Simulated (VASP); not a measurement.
# Hg (P6_3/mmc) in VASP: a series of runs

Runs on Hg. Level: PBEsol+D3(BJ). Tasks: single point.

Program: VASP 6.6.1. These are calculated values, not measurements. Logs are shortened: lines on timing, memory, paths and dates and some standing lists are left out, and cuts for length are marked.

## (1) The cell of the first run

Symmetry: P6_3/mmc, No. 194, hexagonal system. The conventional cell has a = 3.233 Å, b = 3.233 Å, c = 5.419 Å, α = 90.00°, β = 90.00°, γ = 120.00°. Within 4.3 Å of Hg (site symmetry -6m2) lie 12 Hg at 3.23 to 3.29 Å.

## (2) Single point, PBEsol+D3(BJ)

Contents of INCAR:

```
SYSTEM = Hg
PREC = Accurate ; ENCUT = 520
EDIFF = 1E-6 ; ISMEAR = 0
SIGMA = 0.15 ; LREAL = .FALSE.
LASPH = .TRUE. ; NELM = 100
ALGO = Fast ; ISIF = 2
LWAVE = .FALSE. ; LCHARG = .TRUE.
GGA = PS ; IVDW = 12
LELF = .TRUE. ; LVHAR = .TRUE.
NBANDS = 19
```

Contents of KPOINTS:

```
Automatic mesh
0
G
  18 18 10
  0 0 0
```

Contents of POSCAR:

```
Hg
1.0
    3.2329000000      0.0000000000      0.0000000000
   -1.6164500000      2.7997735279      0.0000000000
    0.0000000000      0.0000000000      5.4194000000
Hg
2
Direct
    0.6666666667      0.3333333333      0.7500000000
    0.3333333333      0.6666666667      0.2500000000
```

Potentials or basis: VASP PAW PBE potentials, release 64 (Hg).

Launch:

```console
> cat potpaw_PBE.64/Hg/POTCAR > POTCAR
> mpirun -np 1 vasp_std > vasp.out
```

OUTCAR:

```text
SYSTEM = Hg
   PREC = Accurate
   ENCUT = 520
   EDIFF = 1E-6
   ISMEAR = 0
   LREAL = .FALSE.
   LASPH = .TRUE.
   NELM = 100
   ISIF = 2
   GGA = PS
   IVDW = 12
 IVDW          = 12

 ion  position               nearest neighbor table
   1  0.667  0.333  0.750-   2 3.29   2 3.29   2 3.29   2 3.29   2 3.29   2 3.29
   2  0.333  0.667  0.250-   1 3.29   1 3.29   1 3.29   1 3.29   1 3.29   1 3.29

  LATTYP: Found a hexagonal cell.
 ALAT       =     3.2329000000
 C/A-ratio  =     1.6763277553

  Lattice vectors:

 A1 = (   3.2329000000,   0.0000000000,   0.0000000000)
 A2 = (  -1.6164500000,   2.7997735279,   0.0000000000)
 A3 = (   0.0000000000,   0.0000000000,   5.4194000000)

Analysis of symmetry for initial positions (statically):
=====================================================================
 Subroutine PRICEL returns:
 Original cell was already a primitive cell.

 Routine SETGRP: Setting up the symmetry group for a
 hexagonal supercell.

 Subroutine GETGRP returns: Found 24 space group operations
 (whereof 12 operations were pure point group operations)
 out of a pool of 24 trial point group operations.

The static configuration has the point symmetry D_3d.
 The point group associated with its full space group is D_6h.

Analysis of symmetry for dynamics (positions and initial velocities):
=====================================================================
 Subroutine PRICEL returns:
 Original cell was already a primitive cell.

 Routine SETGRP: Setting up the symmetry group for a
 hexagonal supercell.

 Subroutine GETGRP returns: Found 24 space group operations
 (whereof 12 operations were pure point group operations)
 out of a pool of 24 trial point group operations.

The dynamic configuration has the point symmetry D_3d.
 The point group associated with its full space group is D_6h.

 Subroutine INISYM returns: Found 24 space group operations
 (whereof 12 operations are pure point group operations),
 and found     1 'primitive' translations

----------------------------------------------------------------------------------------

                                     Primitive cell

  volume of cell :      49.0531

  direct lattice vectors                    reciprocal lattice vectors
     3.232900000  0.000000000  0.000000000     0.309319806  0.178585873  0.000000000
    -1.616450000  2.799773528  0.000000000     0.000000000  0.357171746  0.000000000
     0.000000000  0.000000000  5.419400000     0.000000000  0.000000000  0.184522272
[... 83 lines left out ...]
   NELM   =    100;   NELMIN=  2; NELMDL= -5     # of ELM steps
   EDIFF  = 0.1E-05   stopping-criterion for ELM
   LREAL  =      F    real-space projection
   EDIFFG = 0.1E-04   stopping-criterion for IOM
   NSW    =      0    number of steps for IOM
   IBRION =     -1    ionic relax: 0-MD 1-quasi-New 2-CG
   NFREE  =      0    steps in history (QN), initial steepest desc. (CG)
   ISIF   =      2    stress and relaxation
   ISYM   =      2    0-nonsym 1-usesym 2-fastsym
   POTIM  = 0.5000    time-step for ionic-motion
   TEBEG  =    0.0;   TEEND  =   0.0 temperature during run
   PSTRESS=    0.0 pullay stress
   NELECT =      24.0000    total number of electrons
   NUPDOWN=      -1.0000    fix difference up-down
   EMIN   =  10.00;   EMAX   =-10.00  energy-range for DOS
   EFERMI =   0.00;   METHOD = LEGACY
   ISMEAR =     0;   SIGMA  =   0.15  broadening in eV -4-tet -1-fermi 0-gaus
   EFERMI_NEDOS =   21; number of points for ismear=-14 and -15
   IALGO  =     68    algorithm
   IMIX   =      4    mixing-type and parameters
     AMIX     =   0.40;   BMIX     =  1.00
     AMIX_MAG =   1.60;   BMIX_MAG =  1.00
  volume/ion in A,a.u.               =      24.53       165.51
  Fermi-wavevector in a.u.,A,eV,Ry     =   1.290000  2.437747 22.641463  1.664101
  Thomas-Fermi vector in A             =   2.421859
   LORBIT       =      0    0 simple, 1 ext, 2 COOP (PROOUT), +10 PAW based schemes
   GGA     = PS    functional components
   LHFCALC =     F    Hartree Fock is set to
   AEXX    =    0.0000 exact exchange contribution
   IVDW    =    12    specifies the selected vdW correction
   LEPSILON=     F    determine dielectric tensor
   LRPA    =     F    only Hartree local field effects (RPA)
 non-spin polarized calculation
 RMM-DIIS sequential band-by-band and
 Gauss-broadening in eV      SIGMA  =   0.15
  energy-cutoff  :      520.00
  volume of cell :       49.05
 maximum number of plane-waves:      1350
   NGX = 13   NGY = 13   NGZ = 21

 number of electron      23.9999995 magnetization

 Free energy of the ion-electron system (eV)
  ---------------------------------------------------
  ext. energy  EPLUGINS =         0.00000000
  ---------------------------------------------------
  free energy    TOTEN  =        -1.08533359 eV

  energy without entropy =       -1.07720755  energy(sigma->0) =       -1.08127057

 E-fermi :   1.9914     XC(G=0): -10.8394

 val. band max:        1.9778812513   @ k =   0.2778   0.2778   0.0000
 cond. band min:       2.0048691500   @ k =   0.2778   0.2778   0.1000
 fundamental gap:      0.0269878987
 Fermi energy:         1.9914013261

 k-point     1 :       0.0000    0.0000    0.0000
  band No.  band energies     occupation
      1      -6.5357      2.00000
      2      -5.5600      2.00000
      3      -4.6642      2.00000
      4      -4.5360      2.00000
      5      -4.5360      2.00000
      6      -4.4232      2.00000
[... 505 lines left out ...]
      6      -4.2612      2.00000
[... 11 lines left out ...]
     18      12.8354      0.00000
     19      13.9677      0.00000

 [... further k-points ...]

------------------------ aborting loop because EDIFF is reached ----------------------------------------

 Edisp (eV)   -0.81179

 E8    (eV) :    -0.5503

  FORCE on cell =-STRESS in cart. coord.  units (eV):
  Direction    XX          YY          ZZ          XY          YZ          ZX
  --------------------------------------------------------------------------------------
  -------------------------------------------------------------------------------------
  Total      -0.98226    -0.98226    -1.16725     0.00000    -0.00000     0.00000
  in kB     -32.08270   -32.08270   -38.12497     0.00000    -0.00000     0.00000
  external pressure =      -34.10 kB  Pullay stress =        0.00 kB

 VOLUME and BASIS-vectors are now :
 -----------------------------------------------------------------------------
  energy-cutoff  :      520.00
  volume of cell :       49.05
      direct lattice vectors                 reciprocal lattice vectors
     3.232900000  0.000000000  0.000000000     0.309319806  0.178585873  0.000000000
    -1.616450000  2.799773528  0.000000000     0.000000000  0.357171746  0.000000000
     0.000000000  0.000000000  5.419400000     0.000000000  0.000000000  0.184522272

 POSITION                                       TOTAL-FORCE (eV/Angst)
 -----------------------------------------------------------------------------------
      1.61645      0.93326      4.06455         0.000000     -0.000000      0.000000
     -0.00000      1.86652      1.35485        -0.000000      0.000000      0.000000
 -----------------------------------------------------------------------------------
    total drift:                               -0.000000      0.000000     -0.000000

  FREE ENERGIE OF THE ION-ELECTRON SYSTEM (eV)
  ---------------------------------------------------
  free  energy   TOTEN  =        -1.8971189061 eV

  energy  without entropy=       -1.8889928722  energy(sigma->0) =       -1.89305589
```

OSZICAR:

```text
N       E                     dE             d eps       ncg     rms          rms(c)
DAV:   1     0.179873405206E+03    0.17987E+03   -0.12406E+04  8436   0.122E+03
DAV:   2     0.310108009131E+01   -0.17677E+03   -0.16855E+03  8814   0.315E+02
DAV:   3    -0.116864184768E+01   -0.42697E+01   -0.42543E+01  9587   0.537E+01
DAV:   4    -0.117556361570E+01   -0.69218E-02   -0.69207E-02  9251   0.213E+00
DAV:   5    -0.117557349509E+01   -0.98794E-05   -0.98792E-05  9281   0.781E-02    0.450E+00
RMM:   6    -0.109280918992E+01    0.82764E-01   -0.17638E-01  8467   0.350E+00    0.351E+00
RMM:   7    -0.108593714709E+01    0.68720E-02   -0.25647E-02  8752   0.104E+00    0.152E+00
RMM:   8    -0.108530312869E+01    0.63402E-03   -0.30517E-03  8950   0.682E-01    0.822E-02
RMM:   9    -0.108532353952E+01   -0.20411E-04   -0.16017E-04  9322   0.111E-01    0.387E-02
RMM:  10    -0.108533428898E+01   -0.10749E-04   -0.40842E-05  9044   0.779E-02    0.949E-03
RMM:  11    -0.108533358650E+01    0.70248E-06   -0.36752E-06  8450   0.170E-02
   1 F= -.18971189E+01 E0= -.18930559E+01  d E =-.812603E-02
```

Run time: 88 s. Hardware: 1 thread of Oxide Virtual Turin-like, shared host; peak memory 0.26 GiB.

What came out:

```yaml
Free_energy: -1.8971 eV
Pressure: -3.4 GPa
Band_gap_on_the_k_mesh: zero (bands 12 and 13 overlap by 1.58 eV)
Dispersion_energy_per_atom: -0.406 eV
```

Caveat: the cell stands under tension; the PAW data sets were made with another functional, which shifts forces and pressure a little; spin-orbit coupling is left out, which moves the levels of the heavy elements.

## (3) Single point, PBEsol+D3(BJ)

This run uses another cell than the first one, of 24.74 Å³/atom.

Contents of INCAR:

```
PREC = Accurate
ENCUT = 520
EDIFF = 1E-6
ISMEAR = 0
SIGMA = 0.15
LREAL = False
LASPH = True
NELM = 60
ALGO = Fast
ISIF = 2
LWAVE = False
LCHARG = True
GGA = PS
IVDW = 12
LELF = True
LVHAR = True
NBANDS = 19
```

Contents of KPOINTS:

```
regular mesh
0
Gamma
  18 18 10
```

Contents of POSCAR:

```
Hg
1.0
    3.1935000000      0.0000000000      0.0000000000
   -1.5967500000      2.7656521270      0.0000000000
    0.0000000000      0.0000000000      5.6014000000
Hg
2
Direct
    0.6666666667      0.3333333333      0.7500000000
    0.3333333333      0.6666666667      0.2500000000
```

Potentials or basis: VASP PAW PBE potentials, release 64 (Hg).

Launch:

```console
> cat potpaw_PBE.64/Hg/POTCAR > POTCAR
> mpirun -np 1 vasp_std > vasp.out
```

Wall time 3.3 min (1 thread of Oxide Virtual Turin-like, shared host); peak memory 0.26 GiB.

Results (log left out):

| Item | Value |
| --- | --- |
| Free energy | -1.8823 eV |
| Pressure | -3.7 GPa |
| Band gap on the k mesh | zero (bands 12 and 13 overlap by 1.72 eV) |
| Dispersion energy per atom | -0.402 eV |

Stress tensor (GPa, compression positive):
```
-3.47  0.00  0.00
 0.00 -3.47  0.00
 0.00  0.00 -4.20
```

Levels at points of the mesh, in eV from the Fermi level:
```
           k point  band 8  band 9  band 10  band 11  band 12  band 13  band 14  band 15  band 16  band 17
(0.00, 0.00, 0.00)   -6.06   -6.06    -5.60    -5.60    -2.19    -1.51    12.34    13.41    13.41    13.63
(0.50, 0.00, 0.00)   -5.57   -5.40    -5.34    -1.85    -1.70     2.31     2.57     4.03     6.90     7.76
(0.00, 0.00, 0.50)   -6.21   -5.78    -5.78    -5.78    -5.78     5.37     5.37    13.90    13.90    14.32
(0.50, 0.00, 0.50)   -5.60   -5.36    -5.36    -0.89    -0.89    -0.11    -0.11     8.88     8.88     9.59
```

Caveat: the cell stands under tension; the PAW data sets were made with another functional, which shifts forces and pressure a little; spin-orbit coupling is left out, which moves the levels of the heavy elements.

## (4) Single point, PBEsol+D3(BJ)

This run uses another cell than the first one, of 24.87 Å³/atom.

Contents of INCAR:

```
SYSTEM = Hg
ALGO = Fast
EDIFF = 1E-6
ENCUT = 520
GGA = PS
ISIF = 2
ISMEAR = 0
IVDW = 12
LASPH = .TRUE.
LCHARG = .TRUE.
LELF = .TRUE.
LREAL = .FALSE.
LVHAR = .TRUE.
LWAVE = .FALSE.
NBANDS = 19
NELM = 100
PREC = Accurate
SIGMA = 0.15
```

Contents of KPOINTS:

```
k-points
0
G
  18 18 10
  0 0 0
```

Contents of POSCAR:

```
Hg
1.0
    3.3118000000      0.0000000000      0.0000000000
   -1.6559000000      2.8681029323      0.0000000000
    0.0000000000      0.0000000000      5.2374000000
Hg
2
Direct
    0.6666666667      0.3333333333      0.7500000000
    0.3333333333      0.6666666667      0.2500000000
```

Launch:

```console
> cat potpaw_PBE.64/Hg/POTCAR > POTCAR
> mpirun -np 1 vasp_std > vasp.out
```

It took 4.8 min on 1 thread of Oxide Virtual Turin-like, shared host; peak memory 0.28 GiB.

It converged, with:

* Free energy: -1.8883 eV
* Pressure: -3.6 GPa
* Band gap on the k mesh: zero (bands 12 and 13 overlap by 1.24 eV)
* Dispersion energy per atom: -0.400 eV

Stress tensor (GPa, compression positive):
```
-3.52  0.00  0.00
 0.00 -3.52  0.00
 0.00  0.00 -3.71
```

Levels at points of the mesh, in eV from the Fermi level:
| k point | band 10 | band 11 | band 12 | band 13 | band 14 | band 15 |
| --- | --- | --- | --- | --- | --- | --- |
| (0.00, 0.00, 0.00) | -5.54 | -5.54 | -1.12 | -1.03 | 11.91 | 11.91 |
| (0.50, 0.00, 0.00) | -5.41 | -2.35 | -2.06 | 2.89 | 3.35 | 4.23 |
| (0.00, 0.00, 0.50) | -5.74 | -5.74 | -5.74 | 7.13 | 7.13 | 13.00 |
| (0.50, 0.00, 0.50) | -5.47 | -1.18 | -1.18 | -0.07 | -0.07 | 8.95 |

Caveat: the cell stands under tension; the PAW data sets were made with another functional, which shifts forces and pressure a little; spin-orbit coupling is left out, which moves the levels of the heavy elements.

## (5) Single point, PBEsol+D3(BJ)

This run uses another cell than the first one, of 22.76 Å³/atom.

Contents of INCAR:

```
PREC = Accurate ; ENCUT = 520
EDIFF = 1E-7 ; ISMEAR = 0
SIGMA = 0.15 ; LREAL = False
LASPH = True ; NELM = 100
ALGO = Fast ; ISIF = 2
LWAVE = False ; LCHARG = False
GGA = PS ; IVDW = 12
NBANDS = 19
```

Contents of KPOINTS:

```
Automatic mesh
0
Gamma
  18 18 10
```

Contents of POSCAR:

```
Hg
1.0
    3.1146000000      0.0000000000      0.0000000000
   -1.5573000000      2.6973227226      0.0000000000
    0.0000000000      0.0000000000      5.4194000000
Hg
2
Direct
    0.6666666667      0.3333333333      0.7500000000
    0.3333333333      0.6666666667      0.2500000000
```

Launch:

```console
> cat potpaw_PBE.64/Hg/POTCAR > POTCAR
> mpirun -np 1 vasp_std > vasp.out
```

It took 3.6 min on 1 thread of Oxide Virtual Turin-like, shared host; peak memory 0.25 GiB.

Results (log left out):

* Free energy: -1.9499 eV
* Pressure: -1.6 GPa
* Band gap on the k mesh: zero (bands 12 and 13 overlap by 2.32 eV)
* Dispersion energy per atom: -0.439 eV

Stress tensor (GPa, compression positive):
```
-1.43  0.00  0.00
 0.00 -1.43  0.00
 0.00  0.00 -1.81
```

Levels at points of the mesh, in eV from the Fermi level:
| k point | band 9 | band 10 | band 11 | band 12 | band 13 | band 14 | band 15 | band 16 |
| --- | --- | --- | --- | --- | --- | --- | --- | --- |
| (0.00, 0.00, 0.00) | -6.39 | -5.83 | -5.83 | -2.11 | -2.01 | 12.87 | 13.65 | 13.93 |
| (0.50, 0.00, 0.00) | -5.61 | -5.54 | -2.04 | -1.96 | 2.54 | 2.55 | 3.99 | 7.12 |
| (0.00, 0.00, 0.50) | -6.04 | -6.04 | -6.04 | -6.04 | 5.67 | 5.67 | 13.93 | 13.93 |
| (0.50, 0.00, 0.50) | -5.57 | -5.57 | -1.13 | -1.13 | -0.22 | -0.22 | 9.26 | 9.26 |

Caveat: the PAW data sets were made with another functional, which shifts forces and pressure a little; spin-orbit coupling is left out, which moves the levels of the heavy elements.

## (6) Overview

```tsv
cell	further INCAR settings	gap on the mesh (eV)	pressure (GPa)
a = 3.233, b = 3.233, c = 5.419 Å, angles 90.0, 90.0, 120.0°, 2 atoms	ALGO = Fast; EDIFF = 1e-06; NBANDS = 19	none	-3.4
a = 3.193, b = 3.194, c = 5.601 Å, angles 90.0, 90.0, 120.0°, 2 atoms	ALGO = Fast; EDIFF = 1e-06; NBANDS = 19	none	-3.7
a = 3.312, b = 3.312, c = 5.237 Å, angles 90.0, 90.0, 120.0°, 2 atoms	ALGO = Fast; EDIFF = 1e-06; NBANDS = 19	none	-3.6
a = 3.115, b = 3.115, c = 5.419 Å, angles 90.0, 90.0, 120.0°, 2 atoms	ALGO = Fast; EDIFF = 1e-07; NBANDS = 19	none	-1.6
```

Alike in all rows: task single point; level PBEsol+D3(BJ); potentials or basis VASP PAW PBE potentials, release 64 (Hg); no spin polarisation; k mesh 18 × 18 × 10; cutoff (eV) 520; smearing gaussian 0.15 eV.

Caveats: the PAW data sets were made with another functional, which shifts forces and pressure a little; spin-orbit coupling is left out, which moves the levels of the heavy elements; the cell stands under tension (at least some runs).

Absolute energies hang on the potentials; compare differences alone.

The gap in the log of VASP goes by the Fermi energy; the results here count the filled bands.